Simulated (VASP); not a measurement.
# Sr (P6/mmm) in VASP: further runs, part 2 of 2

VASP 6.6.1. Earlier steps stand in the parts before.

### 3 Single point, RPBE (58.99 Å³/atom)

INCAR

```
SYSTEM = Sr
  PREC = Accurate
  ENCUT = 520
  EDIFF = 1E-7
  ISMEAR = -1
  SIGMA = 0.1
  LREAL = .False.
  LASPH = .True.
  NELM = 100
  ALGO = Normal
  ISIF = 2
  LWAVE = .False.
  LCHARG = .True.
  GGA = RP
  LELF = .True.
  LVHAR = .True.
  NBANDS = 22
```

KPOINTS

```
Automatic mesh
0
Gamma
  7 7 10
  0 0 0
```

POSCAR

```
Sr
1.0
    6.9854609632      0.0000000000      0.0000000000
   -3.4927304816      6.0495866513      0.0000000000
    0.0000000000      0.0000000000      4.1875108981
Sr
3
Direct
    0.0000000000      0.0000000000      0.0000000000
    0.3333333333      0.6666666667      0.5000000000
    0.6666666667      0.3333333333      0.5000000000
```

Potentials or basis: VASP PAW PBE potentials, release 64 (Sr_sv).

On the command line:

```sh
$ cat potpaw_PBE.64/Sr_sv/POTCAR > POTCAR
$ mpirun -np 1 vasp_std > vasp.out
```

OUTCAR:

```text
SYSTEM = Sr
   PREC = Accurate
   ENCUT = 520
   EDIFF = 1E-7
   ISMEAR = -1
   LREAL = .False.
   LASPH = .True.
   NELM = 100
   ISIF = 2
   GGA = RP

 ion  position               nearest neighbor table
   1  0.000  0.000  0.000-   2 4.54   3 4.54   2 4.54   3 4.54   3 4.54   3 4.54   2 4.54   2 4.54
                             3 4.54   3 4.54   2 4.54   2 4.54
   2  0.333  0.667  0.500-   3 4.03   3 4.03   3 4.03   1 4.54   1 4.54   1 4.54   1 4.54   1 4.54
                             1 4.54
   3  0.667  0.333  0.500-   2 4.03   2 4.03   2 4.03   1 4.54   1 4.54   1 4.54   1 4.54   1 4.54
                             1 4.54

  LATTYP: Found a hexagonal cell.
 ALAT       =     6.9854609632
 C/A-ratio  =     0.5994609261

  Lattice vectors:

 A1 = (   6.9854609632,   0.0000000000,   0.0000000000)
 A2 = (  -3.4927304816,   6.0495866513,   0.0000000000)
 A3 = (   0.0000000000,   0.0000000000,   4.1875108981)

Analysis of symmetry for initial positions (statically):
=====================================================================
 Subroutine PRICEL returns:
 Original cell was already a primitive cell.

 Routine SETGRP: Setting up the symmetry group for a
 hexagonal supercell.

 Subroutine GETGRP returns: Found 24 space group operations
 (whereof 24 operations were pure point group operations)
 out of a pool of 24 trial point group operations.

The static configuration has the point symmetry D_6h.

Analysis of symmetry for dynamics (positions and initial velocities):
=====================================================================
 Subroutine PRICEL returns:
 Original cell was already a primitive cell.

 Routine SETGRP: Setting up the symmetry group for a
 hexagonal supercell.

 Subroutine GETGRP returns: Found 24 space group operations
 (whereof 24 operations were pure point group operations)
 out of a pool of 24 trial point group operations.

The dynamic configuration has the point symmetry D_6h.

 Subroutine INISYM returns: Found 24 space group operations
 (whereof 24 operations are pure point group operations),
 and found     1 'primitive' translations

----------------------------------------------------------------------------------------

                                     Primitive cell

  volume of cell :     176.9607

  direct lattice vectors                    reciprocal lattice vectors
     6.985460963  0.000000000  0.000000000     0.143154475  0.082650275  0.000000000
    -3.492730482  6.049586651  0.000000000     0.000000000  0.165300550  0.000000000
     0.000000000  0.000000000  4.187510898     0.000000000  0.000000000  0.238805349

  length of vectors
     6.985460963  6.985460963  4.187510898     0.165300550  0.165300550  0.238805349

  position of ions in fractional coordinates (direct lattice)
     0.000000000  0.000000000  0.000000000
     0.333333333  0.666666667  0.500000000
     0.666666667  0.333333333  0.500000000

  ion indices of the primitive-cell ions
   primitive index   ion index
                 1           1
                 2           2
                 3           3

----------------------------------------------------------------------------------------

 KPOINTS: Automatic mesh

Automatic generation of k-mesh.
 Grid dimensions read from file:
 generate k-points for:    7    7   10

 Generating k-lattice:

  Cartesian coordinates                     Fractional coordinates (reciprocal lattice)
     0.020450639  0.011807182  0.000000000     0.142857143  0.000000000  0.000000000
     0.000000000  0.023614364  0.000000000     0.000000000  0.142857143  0.000000000
     0.000000000  0.000000000  0.023880535     0.000000000  0.000000000  0.100000000

  Length of vectors
     0.023614364  0.023614364  0.023880535

  Shift w.r.t. Gamma in fractional coordinates (k-lattice)
     0.000000000  0.000000000  0.000000000

 Subroutine IBZKPT returns following result:
 ===========================================

 Found     48 irreducible k-points:

 Following reciprocal coordinates:
            Coordinates               Weight
  0.000000  0.000000  0.000000      1.000000
  0.142857 -0.000000  0.000000      6.000000
  0.285714 -0.000000  0.000000      6.000000
  0.428571 -0.000000  0.000000      6.000000
  0.142857  0.142857  0.000000      6.000000
  0.285714  0.142857  0.000000     12.000000
[... 16 lines left out ...]
  0.428571  0.142857  0.200000     12.000000
  0.285714  0.285714  0.200000     12.000000
 [... further k-points ...]
   k-points           NKPTS =     48   k-points in BZ     NKDIM =     48   number of bands    NBANDS=     22
   number of dos      NEDOS =    301   number of ions     NIONS =      3
   total plane-waves  NPLWV =  93312
   dimension x,y,z NGX =    54 NGY =   54 NGZ =   32
   dimension x,y,z NGXF=   108 NGYF=  108 NGZF=   64
   ions per type =               3
   NGX,Y,Z   is equivalent  to a cutoff of  12.85, 12.85, 12.70 a.u.
   NGXF,Y,Z  is equivalent  to a cutoff of  25.70, 25.70, 25.41 a.u.
 SYSTEM =  Sr
   PREC   = accura    normal or accurate (medium, high low for compatibility)
   ISTART =      0    job   : 0-new  1-cont  2-samecut
   ICHARG =      2    charge: 1-file 2-atom 10-const
   ISPIN  =      1    spin polarized calculation?
   LNONCOLLINEAR =      F non collinear calculations
   LSORBIT =      F    spin-orbit coupling
   LASPH  =      T    aspherical Exc in radial PAW
   ENCUT  =  520.0 eV  38.22 Ry    6.18 a.u.  12.99 12.99  7.79*2*pi/ulx,y,z
   NELM   =    100;   NELMIN=  2; NELMDL= -5     # of ELM steps
   EDIFF  = 0.1E-06   stopping-criterion for ELM
   LREAL  =      F    real-space projection
   EDIFFG = 0.1E-05   stopping-criterion for IOM
   NSW    =      0    number of steps for IOM
   IBRION =     -1    ionic relax: 0-MD 1-quasi-New 2-CG
   NFREE  =      0    steps in history (QN), initial steepest desc. (CG)
   ISIF   =      2    stress and relaxation
   ISYM   =      2    0-nonsym 1-usesym 2-fastsym
   POTIM  = 0.5000    time-step for ionic-motion
   TEBEG  =    0.0;   TEEND  =   0.0 temperature during run
   PSTRESS=    0.0 pullay stress
   NELECT =      30.0000    total number of electrons
   NUPDOWN=      -1.0000    fix difference up-down
   EMIN   =  10.00;   EMAX   =-10.00  energy-range for DOS
   EFERMI =   0.00;   METHOD = LEGACY
   ISMEAR =    -1;   SIGMA  =   0.10  broadening in eV -4-tet -1-fermi 0-gaus
   EFERMI_NEDOS =   21; number of points for ismear=-14 and -15
   IALGO  =     38    algorithm
   IMIX   =      4    mixing-type and parameters
     AMIX     =   0.40;   BMIX     =  1.00
     AMIX_MAG =   1.60;   BMIX_MAG =  1.00
  volume/ion in A,a.u.               =      58.99       398.06
  Fermi-wavevector in a.u.,A,eV,Ry     =   0.906059  1.712203 11.169599  0.820942
  Thomas-Fermi vector in A             =   2.029701
   LORBIT       =      0    0 simple, 1 ext, 2 COOP (PROOUT), +10 PAW based schemes
   GGA     = RP    functional components
   LHFCALC =     F    Hartree Fock is set to
   AEXX    =    0.0000 exact exchange contribution
   IVDW    =     0    specifies the selected vdW correction
   LEPSILON=     F    determine dielectric tensor
   LRPA    =     F    only Hartree local field effects (RPA)
 non-spin polarized calculation
  energy-cutoff  :      520.00
  volume of cell :      176.96
 maximum number of plane-waves:      4804
 NGX is ok and might be reduce to    54
   NGX = 25   NGY = 25   NGZ = 15

 number of electron      30.0000001 magnetization

 Free energy of the ion-electron system (eV)
  ---------------------------------------------------
  ext. energy  EPLUGINS =         0.00000000
  ---------------------------------------------------
  free energy    TOTEN  =        -4.31806137 eV

  energy without entropy =       -4.14997564  energy(sigma->0) =       -4.23401850

 E-fermi :   1.4382     XC(G=0):  -7.0299

 val. band max:        1.4369000980   @ k =   0.2857   0.1429   0.5000
 cond. band min:       1.4402493558   @ k =   0.1429  -0.0000   0.2000
 fundamental gap:      0.0033492579
 Fermi energy:         1.4382025047

 k-point     1 :       0.0000    0.0000    0.0000
  band No.  band energies     occupation
      1     -35.3986      2.00000
      2     -35.3839      2.00000
      3     -35.3093      2.00000
      4     -17.4343      2.00000
      5     -17.4343      2.00000
      6     -17.3387      2.00000
[... 14 lines left out ...]
     21       4.0760      0.00000
     22       4.0760      0.00000
[... 552 lines left out ...]
  band No.  band energies     occupation
      1     -35.3905      2.00000
      2     -35.3878      2.00000
      3     -35.3074      2.00000
      4     -17.4455      2.00000
      5     -17.3925      2.00000
      6     -17.3663      2.00000
[... 14 lines left out ...]
     21       3.1408      0.00000
     22       3.6722      0.00000

 [... further k-points ...]
[... 5 lines left out ...]
  --------------------------------------------------------------------------------------
  -------------------------------------------------------------------------------------
  Total        0.0434113      0.0434113      0.0154519      0.0000000      0.0000000      0.0000000
  in kB        0.3930397      0.3930397      0.1398990      0.0000000      0.0000000      0.0000000
  external PRESSURE =       0.3086594 kB  Pullay stress =       0.0000000 kB

 VOLUME and BASIS-vectors are now :
 -----------------------------------------------------------------------------
  energy-cutoff  :      520.00
  volume of cell :      176.96
      direct lattice vectors                 reciprocal lattice vectors
     6.985460963  0.000000000  0.000000000     0.143154475  0.082650275  0.000000000
    -3.492730482  6.049586651  0.000000000     0.000000000  0.165300550  0.000000000
     0.000000000  0.000000000  4.187510898     0.000000000  0.000000000  0.238805349

 POSITION                                       TOTAL-FORCE (eV/Angst)
 -----------------------------------------------------------------------------------
      0.00000      0.00000      0.00000         0.000000      0.000000     -0.000000
     -0.00000      4.03306      2.09376         0.000000      0.000000      0.000000
      3.49273      2.01653      2.09376        -0.000000     -0.000000     -0.000000
 -----------------------------------------------------------------------------------
    total drift:                                0.000000      0.000000      0.000000

  FREE ENERGIE OF THE ION-ELECTRON SYSTEM (eV)
  ---------------------------------------------------
  free  energy   TOTEN  =        -4.3180613716 eV

  energy  without entropy=       -4.1499756369  energy(sigma->0) =       -4.23401850
```

stdout:

```text
POSCAR found type information on POSCAR Sr
 POSCAR found :  1 types and       3 ions
 scaLAPACK will be used
 -----------------------------------------------------------------------------
|                                                                             |
|                                                                             |
|     You enforced a specific xc type in the INCAR file but a different       |
|     I HOPE YOU KNOW WHAT YOU ARE DOING!                                     |
|                                                                             |
 -----------------------------------------------------------------------------

 LDA part: xc-table for (Slater+PW92), standard interpolation
 POSCAR, INCAR and KPOINTS ok, starting setup
 FFT: planning ... GRIDC
 FFT: planning ... GRID_SOFT
 FFT: planning ... GRID
 WAVECAR not read
 entering main loop
```

Run time: 3.6 min. Hardware: 1 thread of Oxide Virtual Turin-like, shared host; peak memory 0.32 GiB.

What came out:

| Item | Value |
| --- | --- |
| Free energy | -4.3181 eV |
| Pressure | 0.0 GPa |
| Band gap on the k mesh | zero (bands 15 and 16 overlap by 0.23 eV) |

Caveat: the PAW data sets were made with another functional, which shifts forces and pressure a little.
